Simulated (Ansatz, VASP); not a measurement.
# HfWS5 in VASP and in Ansatz

```xyz
7
Lattice="4.3392 0.0000 0.0000 0.0000 4.3392 0.0000 0.0000 0.0000 6.1727" Properties=species:S:1:pos:R:3 pbc="T T T"
Hf    2.1696    2.1696    0.0000
W     0.0000    0.0000    3.0863
S     0.0000    2.1696    1.7512
S     0.0000    2.1696    4.4214
S     2.1696    0.0000    1.7512
S     2.1696    0.0000    4.4214
S     0.0000    0.0000    0.0000
```

Change from the starting cell: species swapped into the InPPd5 type (P4/mmm, No. 123).

Alike in both runs: functional PBE; k mesh 4 × 4 × 2; occupations gaussian, width 0.1 eV; no spin polarisation.

Ansatz relaxed the structure, and its values are those at the end. VASP's run is a single point on that final structure, the one shown.

|  | VASP | Ansatz |
| --- | --- | --- |
| version | VASP 6.6.1 | Ansatz 0.2.0 |
| potentials or method | VASP PAW PBE potentials, release 64 (Hf_pv, W_sv, S), cutoff 520 eV | scalar-relativistic, plane waves, PAW |
| valence electrons in the cell | 54 | 70 |

|  | VASP | Ansatz | Ansatz less VASP |
| --- | --- | --- | --- |
| gap on the k mesh at the Fermi level (eV) | none | none | - |
| pressure (GPa) | -0.1 | 0.3 | +0.41 |
| rms of the force components (eV/Å) | 0.032 | 0.015 | -0.0168 |

A gap of «none» marks a metal or a gap that the smearing closes. VASP's potentials hold 54 valence electrons a cell and Ansatz's 70, so a difference there can come from the potentials and not from the codes.

The k mesh is coarse, so the values compare programs but aren't converged. Spin-orbit coupling is off throughout.
